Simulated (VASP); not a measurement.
# Pb (C2/m) in VASP: further runs

The runs below take Pb through single point, with PBEsol.

All numbers are computed with VASP 6.6.1; they aren't measurements. Logs are shortened: lines on timing, memory, paths and dates and some standing lists are left out, and cuts for length are marked.

### 1 The cell of the first run

The structure is monoclinic, space group C2/m (No. 12). The conventional cell has a = 6.117 Å, b = 3.524 Å, c = 6.495 Å, α = 90.00°, β = 109.14°, γ = 90.00°. Pb (site symmetry m) has 10 Pb at 3.36 to 3.53 Å within 4.4 Å.

### 2 Single point, PBEsol

Input file INCAR:

```
PREC = Accurate
ENCUT = 520
EDIFF = 1E-6
ISMEAR = -1
SIGMA = 0.05
LREAL = False
LASPH = True
NELM = 100
ALGO = Fast
ISIF = 2
LWAVE = False
LCHARG = True
GGA = PS
LELF = True
LVHAR = True
NBANDS = 21
```

Input file KPOINTS:

```
Automatic mesh
0
Gamma
  9 9 5
```

Input file POSCAR:

```
Pb
1.0
    3.0587306239     -1.7619118207      0.0000000000
    3.0587306239      1.7619118207      0.0000000000
   -2.1294727321      0.0000000000      6.1355917714
Pb
2
Direct
    0.9085084100      0.9085084100      0.7262922000
    0.0914915900      0.0914915900      0.2737078000
```

Potentials or basis: VASP PAW PBE potentials, release 64 (Pb_d).

Run with:

```bash
> cat potpaw_PBE.64/Pb_d/POTCAR > POTCAR
> mpirun -np 1 vasp_std > vasp.out
```

OUTCAR:

```text
PREC = Accurate
   ENCUT = 520
   EDIFF = 1E-6
   ISMEAR = -1
   LREAL = False
   LASPH = True
   NELM = 100
   ISIF = 2
   GGA = PS

 ion  position               nearest neighbor table
   1  0.909  0.909  0.726-   2 3.36   2 3.43   2 3.43   2 3.47
   2  0.091  0.091  0.274-   1 3.36   1 3.43   1 3.43   1 3.47

  LATTYP: Found a base centered monoclinic cell.
 ALAT       =     6.1174612478
 B/A-ratio  =     0.5760271293
 C/A-ratio  =     1.0616534713
 COS(beta)  =    -0.3278823751

  Lattice vectors:

 A1 = (   3.0587306239,  -1.7619118207,   0.0000000000)
 A2 = (   3.0587306239,   1.7619118207,   0.0000000000)
 A3 = (  -2.1294727321,   0.0000000000,   6.1355917714)

Analysis of symmetry for initial positions (statically):
=====================================================================
 Subroutine PRICEL returns:
 Original cell was already a primitive cell.

 Routine SETGRP: Setting up the symmetry group for a
 base centered monoclinic supercell.

 Subroutine GETGRP returns: Found  4 space group operations
 (whereof  4 operations were pure point group operations)
 out of a pool of  4 trial point group operations.

The static configuration has the point symmetry C_2h.

Analysis of symmetry for dynamics (positions and initial velocities):
=====================================================================
 Subroutine PRICEL returns:
 Original cell was already a primitive cell.

 Routine SETGRP: Setting up the symmetry group for a
 base centered monoclinic supercell.

 Subroutine GETGRP returns: Found  4 space group operations
 (whereof  4 operations were pure point group operations)
 out of a pool of  4 trial point group operations.

The dynamic configuration has the point symmetry C_2h.

 Subroutine INISYM returns: Found  4 space group operations
 (whereof  4 operations are pure point group operations),
 and found     1 'primitive' translations

----------------------------------------------------------------------------------------

                                     Primitive cell

  volume of cell :      66.1320

  direct lattice vectors                    reciprocal lattice vectors
[... 77 lines left out ...]
 SYSTEM =  unknown system
   PREC   = accura    normal or accurate (medium, high low for compatibility)
   ISTART =      0    job   : 0-new  1-cont  2-samecut
   ICHARG =      2    charge: 1-file 2-atom 10-const
   ISPIN  =      1    spin polarized calculation?
   LNONCOLLINEAR =      F non collinear calculations
   LSORBIT =      F    spin-orbit coupling
   LASPH  =      T    aspherical Exc in radial PAW
   ENCUT  =  520.0 eV  38.22 Ry    6.18 a.u.   6.56  6.56 12.08*2*pi/ulx,y,z
   NELM   =    100;   NELMIN=  2; NELMDL= -5     # of ELM steps
   EDIFF  = 0.1E-05   stopping-criterion for ELM
   LREAL  =      F    real-space projection
   EDIFFG = 0.1E-04   stopping-criterion for IOM
   NSW    =      0    number of steps for IOM
   IBRION =     -1    ionic relax: 0-MD 1-quasi-New 2-CG
   NFREE  =      0    steps in history (QN), initial steepest desc. (CG)
   ISIF   =      2    stress and relaxation
   ISYM   =      2    0-nonsym 1-usesym 2-fastsym
   POTIM  = 0.5000    time-step for ionic-motion
   TEBEG  =    0.0;   TEEND  =   0.0 temperature during run
   PSTRESS=    0.0 pullay stress
   NELECT =      28.0000    total number of electrons
   NUPDOWN=      -1.0000    fix difference up-down
   EMIN   =  10.00;   EMAX   =-10.00  energy-range for DOS
   EFERMI =   0.00;   METHOD = LEGACY
   ISMEAR =    -1;   SIGMA  =   0.05  broadening in eV -4-tet -1-fermi 0-gaus
   EFERMI_NEDOS =   21; number of points for ismear=-14 and -15
   IALGO  =     68    algorithm
   IMIX   =      4    mixing-type and parameters
     AMIX     =   0.40;   BMIX     =  1.00
     AMIX_MAG =   1.60;   BMIX_MAG =  1.00
  volume/ion in A,a.u.               =      33.07       223.14
  Fermi-wavevector in a.u.,A,eV,Ry     =   1.229297  2.323035 20.560738  1.511172
  Thomas-Fermi vector in A             =   2.364190
   LORBIT       =      0    0 simple, 1 ext, 2 COOP (PROOUT), +10 PAW based schemes
   GGA     = PS    functional components
   LHFCALC =     F    Hartree Fock is set to
   AEXX    =    0.0000 exact exchange contribution
   IVDW    =     0    specifies the selected vdW correction
   LEPSILON=     F    determine dielectric tensor
   LRPA    =     F    only Hartree local field effects (RPA)
 non-spin polarized calculation
 RMM-DIIS sequential band-by-band and
  energy-cutoff  :      520.00
  volume of cell :       66.13
 maximum number of plane-waves:      1822
   NGX = 13   NGY = 13   NGZ = 25

 number of electron      27.9999999 magnetization

 Free energy of the ion-electron system (eV)
  ---------------------------------------------------
  ext. energy  EPLUGINS =         0.00000000
  ---------------------------------------------------
  free energy    TOTEN  =        -7.84327419 eV

  energy without entropy =       -7.83499412  energy(sigma->0) =       -7.83913416

 E-fermi :   6.0944     XC(G=0):  -9.8876

 val. band max:        6.0903253493   @ k =  -0.3333   0.3333   0.0000
 cond. band min:       6.1453585846   @ k =  -0.3333  -0.4444   0.4000
 fundamental gap:      0.0550332353
 Fermi energy:         6.0943869708

 k-point     1 :       0.0000    0.0000    0.0000
  band No.  band energies     occupation
      1     -10.9023      2.00000
      2     -10.7899      2.00000
      3     -10.7895      2.00000
      4     -10.7873      2.00000
      5     -10.7861      2.00000
      6     -10.7695      2.00000
[... 565 lines left out ...]
     20      13.2382      0.00000
     21      14.8761      0.00000

 [... further k-points ...]

------------------------ aborting loop because EDIFF is reached ----------------------------------------

  FORCE on cell =-STRESS in cart. coord.  units (eV):
  Direction    XX          YY          ZZ          XY          YZ          ZX
  --------------------------------------------------------------------------------------
  -------------------------------------------------------------------------------------
  Total       -1.0129818     -1.0180933     -1.0667190      0.0000000      0.0000000     -0.0025221
  in kB      -24.5414597    -24.6652944    -25.8433473      0.0000000      0.0000000     -0.0611021
  external PRESSURE =     -25.0167005 kB  Pullay stress =       0.0000000 kB

 VOLUME and BASIS-vectors are now :
 -----------------------------------------------------------------------------
  energy-cutoff  :      520.00
  volume of cell :       66.13
      direct lattice vectors                 reciprocal lattice vectors
     3.058730624 -1.761911821  0.000000000     0.163466503 -0.283782647  0.056734130
     3.058730624  1.761911821  0.000000000     0.163466503  0.283782647  0.056734130
    -2.129472732  0.000000000  6.135591771     0.000000000  0.000000000  0.162983464

 POSITION                                       TOTAL-FORCE (eV/Angst)
 -----------------------------------------------------------------------------------
      4.01115      0.00000      4.45623         0.026066      0.000000     -0.167394
     -0.02316      0.00000      1.67936        -0.026066      0.000000      0.167394
 -----------------------------------------------------------------------------------
    total drift:                                0.000000      0.000000     -0.000000

  FREE ENERGIE OF THE ION-ELECTRON SYSTEM (eV)
  ---------------------------------------------------
  free  energy   TOTEN  =        -7.8432741947 eV

  energy  without entropy=       -7.8349941167  energy(sigma->0) =       -7.83913416
```

OSZICAR:

```text
N       E                     dE             d eps       ncg     rms          rms(c)
DAV:   1     0.291464382296E+03    0.29146E+03   -0.14229E+04  4830   0.157E+03
DAV:   2     0.128275599914E+02   -0.27864E+03   -0.27231E+03  4870   0.400E+02
DAV:   3    -0.720790766909E+01   -0.20035E+02   -0.19836E+02  5914   0.133E+02
DAV:   4    -0.784855144216E+01   -0.64064E+00   -0.64037E+00  5671   0.277E+01
DAV:   5    -0.788045962291E+01   -0.31908E-01   -0.31908E-01  6459   0.560E+00    0.818E-01
RMM:   6    -0.784963666580E+01    0.30823E-01   -0.43324E-02  5579   0.241E+00    0.423E-01
RMM:   7    -0.784287861792E+01    0.67580E-02   -0.29667E-02  5225   0.156E+00    0.150E-01
RMM:   8    -0.784297407856E+01   -0.95461E-04   -0.63549E-03  6412   0.112E+00    0.334E-02
RMM:   9    -0.784323337546E+01   -0.25930E-03   -0.29468E-03  7589   0.437E-01    0.205E-02
RMM:  10    -0.784326533347E+01   -0.31958E-04   -0.33134E-04  7185   0.178E-01    0.140E-02
RMM:  11    -0.784327579545E+01   -0.10462E-04   -0.89300E-05  6799   0.806E-02    0.876E-03
RMM:  12    -0.784327378460E+01    0.20108E-05   -0.27404E-05  6224   0.575E-02    0.220E-03
RMM:  13    -0.784327419473E+01   -0.41013E-06   -0.73007E-06  5426   0.223E-02
   1 F= -.78432742E+01 E0= -.78391342E+01  d E =-.828008E-02
```

Wall time 2.1 min (1 thread of Intel Xeon Platinum 8259CL at 2.50GHz (Skylake/Cascade Lake), shared host); peak memory 0.27 GiB.

Results:

| Item | Value |
| --- | --- |
| Free energy | -7.8433 eV |
| Pressure | -2.5 GPa |
| Largest force | 0.169 eV/Å |
| Band gap on the k mesh | zero (band 14 reaches 12.22 eV, above the bottom of band 15 at 4.76 eV) |

Forces on the atoms (eV/Å):
```
Pb   0.026  0.000 -0.167
Pb  -0.026  0.000  0.167
```

Levels at points of the mesh, in eV from the Fermi level:
| k point | band 11 | band 12 | band 13 | band 14 | band 15 | band 16 | band 17 | band 18 |
| --- | --- | --- | --- | --- | --- | --- | --- | --- |
| (0.00, 0.00, 0.00) | -11.32 | -8.34 | -3.87 | 6.12 | 6.31 | 6.36 | 6.42 | 6.53 |

Caveat: the PAW data sets were made with another functional, which shifts forces and pressure a little; spin-orbit coupling is left out, which moves the levels of the heavy elements.

### 3 Single point, PBEsol

This run uses another cell than the first one, of 33.71 Å³/atom, 1.020 times its volume.

Input file INCAR:

```
SYSTEM = Pb
ALGO = Fast
EDIFF = 1E-6
ENCUT = 520
GGA = PS
ISIF = 2
ISMEAR = -1
LASPH = .TRUE.
LCHARG = .FALSE.
LREAL = .FALSE.
LWAVE = .FALSE.
NBANDS = 21
NELM = 60
PREC = Accurate
SIGMA = 0.05
```

Input file KPOINTS:

```
k-points
0
G
  9 9 5
  0 0 0
```

Input file POSCAR:

```
Pb
1.0
    3.0785930676     -1.7733531272      0.0000000000
    3.0785930676      1.7733531272      0.0000000000
   -2.1433008646      0.0000000000      6.1754343928
Pb
2
Direct
    0.9085084100      0.9085084100      0.7262922000
    0.0914915900      0.0914915900      0.2737078000
```

Potentials or basis: VASP PAW PBE potentials, release 64 (Pb_d).

Run with:

```bash
> cat potpaw_PBE.64/Pb_d/POTCAR > POTCAR
> mpirun -np 1 vasp_std > vasp.out
```

Wall time 2.2 min (1 thread of Intel Xeon Platinum 8259CL at 2.50GHz (Skylake/Cascade Lake), shared host); peak memory 0.27 GiB.

The run converged. Its results:

- Free energy: -7.8209 eV
- Pressure: -3.1 GPa
- Largest force: 0.199 eV/Å
- Band gap on the k mesh: zero (band 14 reaches 11.90 eV, above the bottom of band 15 at 4.59 eV)

Forces on the atoms (eV/Å):
```
Pb   0.025  0.000 -0.198
Pb  -0.025  0.000  0.198
```

Stress tensor (GPa, compression positive):
```
-3.05  0.00 -0.01
 0.00 -3.06  0.00
-0.01  0.00 -3.21
```

Levels at points of the mesh, in eV from the Fermi level:
| k point | band 10 | band 11 | band 12 | band 13 | band 14 | band 15 | band 16 | band 17 | band 18 | band 19 |
| --- | --- | --- | --- | --- | --- | --- | --- | --- | --- | --- |
| (0.00, 0.00, 0.00) | -16.71 | -11.20 | -8.31 | -3.79 | 6.00 | 6.18 | 6.23 | 6.29 | 6.40 | 8.91 |

Caveat: the PAW data sets were made with another functional, which shifts forces and pressure a little; spin-orbit coupling is left out, which moves the levels of the heavy elements.
